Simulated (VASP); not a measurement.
# Ti8O17 (a cell with a defect) in VASP: notebook, part 2 of 2

VASP 6.6.1. The steps go on from the part before.

### 3 Single point, LDA

File INCAR:

```
  PREC = Accurate
  ENCUT = 520
  EDIFF = 1E-6
  ISMEAR = -1
  SIGMA = 0.01
  LREAL = F
  LASPH = T
  NELM = 120
  ALGO = Normal
  ISIF = 2
  LWAVE = F
  LCHARG = T
  GGA = CA
  LELF = T
  LVHAR = T
  NBANDS = 117
  GGA_COMPAT = F
```

File KPOINTS:

```
Automatic mesh
0
Gamma
  1 1 1
  0.25 0.25 0.25
```

File POSCAR:

```
Ti8O17
1.0
    4.6435389800      4.6435389800      0.0000000000
   -4.6435389800      4.6435389800      0.0000000000
    0.0000000000      0.0000000000      5.9273749100
Ti O
8 17
Direct
   -0.0166477100      0.4805331700     -0.0098415400
    0.5200229700      0.0448898600      0.0080712200
    0.0097984100     -0.0366784700      0.2523253000
    0.4874871600      0.5562192900      0.2546393900
   -0.0222949100      0.4750773500      0.4986103300
    0.5142680500      0.0402551900      0.5163646500
    0.0150373500     -0.0020610500      0.7543369900
    0.4829176200      0.5230363600      0.7527636700
    0.1903680000      0.4919589000      0.2584297000
    0.6959372000      0.0148873200      0.2540082300
    0.0044777300      0.1941316700      0.0120467300
    0.5290040400      0.7104358800     -0.0134675900
   -0.0341231200      0.8079191400     -0.0123320000
    0.4934447900      0.3245928800      0.0062709500
    0.3073438900      0.0272677100      0.2480091400
    0.8019351600      0.5052151300      0.2524545800
    0.1898394000      0.5141569500      0.7582902300
    0.6962257900      0.0393957000      0.7533731100
    0.0042180600      0.1953698600      0.4998930400
    0.5314605700      0.7121031700      0.5184942800
   -0.0308377200      0.8096630800      0.5198776000
    0.4931727900      0.3258573100      0.4938884900
    0.3078775600      0.0059279700      0.7481620500
    0.8013747300      0.4804667300      0.7530071400
    0.2488527000      0.7594052700      0.2525190300
```

Potentials or basis: VASP PAW LDA potentials, release 64 (Ti_sv, O).

Run with:

```sh
> cat potpaw_LDA.64/Ti_sv/POTCAR potpaw_LDA.64/O/POTCAR > POTCAR
> mpirun -np 1 vasp_std > vasp.out
```

OUTCAR:

```text
PREC = Accurate
   ENCUT = 520
   EDIFF = 1E-6
   ISMEAR = -1
   LREAL = F
   LASPH = T
   NELM = 120
   ISIF = 2
   GGA = CA

 ion  position               nearest neighbor table
   1  0.983  0.481  0.990-  24 1.85  11 1.89  17 1.94  16 1.97   9 2.09  13 2.15   5 2.91
   2  0.520  0.045  0.008-  14 1.85  10 1.87  18 1.90  15 2.00  23 2.09  12 2.20   6 2.91
   3  0.010  0.963  0.252-  13 1.89  21 1.90  15 2.00  25 2.06  11 2.08  10 2.09  19 2.12
   4  0.487  0.556  0.255-  20 1.89  12 1.90   9 2.00  25 2.06  22 2.07  16 2.09  14 2.12
[... 701 lines left out ...]
  Total      -14.0785040    -11.7250465     -9.0581813      4.0636436      0.2271385      0.1994396
  in kB      -88.2422364    -73.4910699    -56.7755053     25.4703907      1.4236747      1.2500616
  external PRESSURE =     -72.8362705 kB  Pullay stress =       0.0000000 kB

 VOLUME and BASIS-vectors are now :
 -----------------------------------------------------------------------------
  energy-cutoff  :      520.00
  volume of cell :      255.62
      direct lattice vectors                 reciprocal lattice vectors
     4.643538980  4.643538980  0.000000000     0.107676495  0.107676495  0.000000000
    -4.643538980  4.643538980  0.000000000    -0.107676495  0.107676495  0.000000000
     0.000000000  0.000000000  5.927374910     0.000000000  0.000000000  0.168708748

 POSITION                                       TOTAL-FORCE (eV/Angst)
 -----------------------------------------------------------------------------------
      2.33486      6.79761      5.86904         0.172424     -0.047884      0.193986
      2.20630      2.62319      0.04784         0.112712     -0.122224     -0.257483
     -4.42772      4.51872      1.49563         0.053567      0.042892      0.077053
     -0.31916      4.84649      1.50934        -0.044243     -0.023827     -0.088989
      2.33397      6.74605      2.95545        -0.119916      0.125672      0.243411
      2.20110      2.57495      3.06069        -0.152470      0.025917     -0.205637
[... 17 lines left out ...]
      1.49015      5.95228      4.46336         0.054328      0.068311     -0.067244
     -2.37077      4.68189      1.49677        -0.004136     -0.008982      0.013159
 -----------------------------------------------------------------------------------
    total drift:                                0.000140     -0.000149     -0.000339

  FREE ENERGIE OF THE ION-ELECTRON SYSTEM (eV)
  ---------------------------------------------------
  free  energy   TOTEN  =      -237.9092147780 eV

  energy  without entropy=     -237.9092147780  energy(sigma->0) =     -237.90921478
```

Run time: 6.2 min. Hardware: 1 thread of Intel Xeon 8259CL, shared host; peak memory 0.31 GiB.

Results:

* Free energy: -237.9092 eV
* Pressure: -7.3 GPa
* Largest force: 0.333 eV/Å
* Band gap on the k mesh: 1.95 eV

Forces in eV/Å, atoms in the order of the input:
```
Ti   0.172 -0.048  0.194
Ti   0.113 -0.122 -0.257
Ti   0.054  0.043  0.077
Ti  -0.044 -0.024 -0.089
Ti  -0.120  0.126  0.243
Ti  -0.152  0.026 -0.206
Ti  -0.063 -0.074 -0.066
Ti   0.073  0.052  0.054
O   -0.270  0.114 -0.158
O   -0.041 -0.023  0.071
O   -0.048 -0.005 -0.166
O    0.021 -0.134  0.028
O    0.047  0.182 -0.014
O   -0.076  0.127  0.130
O    0.261 -0.116  0.147
O    0.039  0.022 -0.064
O   -0.040 -0.133 -0.131
O   -0.057 -0.061  0.072
O    0.076 -0.124 -0.123
O   -0.041 -0.174  0.025
O   -0.021  0.130 -0.024
O    0.033  0.023  0.176
O    0.035  0.136  0.136
O    0.054  0.068 -0.067
O   -0.004 -0.009  0.013
```

Stress tensor (GPa, compression positive):
```
-8.82  2.55  0.13
 2.55 -7.35  0.14
 0.13  0.14 -5.68
```
